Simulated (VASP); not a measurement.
Runs of VASP 6.6.1 on GeSb2. The structure is that of space group P6/mmm (No. 191), or close to it. The cells are those of the table. 

```csv
task,cell,k mesh,cutoff (eV),gap on the mesh (eV),pressure (GPa),relaxed volume (Å³/atom)
single point,"a = 5.392, b = 5.392, c = 3.078 Å, angles 90.0, 90.0, 120.0°, 3 atoms",12 × 12 × 14,520,none,0.0,-
relaxation of cell and atoms,"relaxed from a = 5.229, b = 5.229, c = 3.285 Å, angles 90.0, 90.0, 120.0°, 3 atoms",12 × 12 × 14,600,none,0.0,(a)
single point,"a = 5.198, b = 5.198, c = 3.250 Å, angles 90.0, 90.0, 120.0°, 3 atoms",6 × 6 × 4,520,none,0.0,-
relaxation of cell and atoms,"relaxed from a = 4.192, b = 4.192, c = 4.526 Å, angles 90.0, 90.0, 120.0°, 3 atoms",6 × 6 × 4,600,none,-0.1,25.36
```

Alike in all rows: level PBE; potentials or basis VASP PAW PBE potentials, release 64 (Ge_d, Sb); no spin polarisation; smearing gaussian 0.1 eV.

Question: Fill in the values left out.

Answer: (a) 25.82.

Caveats: some runs use coarse meshes; spin-orbit coupling is left out, which moves the levels of the heavy elements; a cell axis changed by over 15 % at a fixed basis, so the end point is rough (at least some runs).

A k mesh can miss the band edges, and the runs leave out spin-orbit coupling on Ge, Sb.

A gap of «none» marks levels without a gap at the run's occupations.
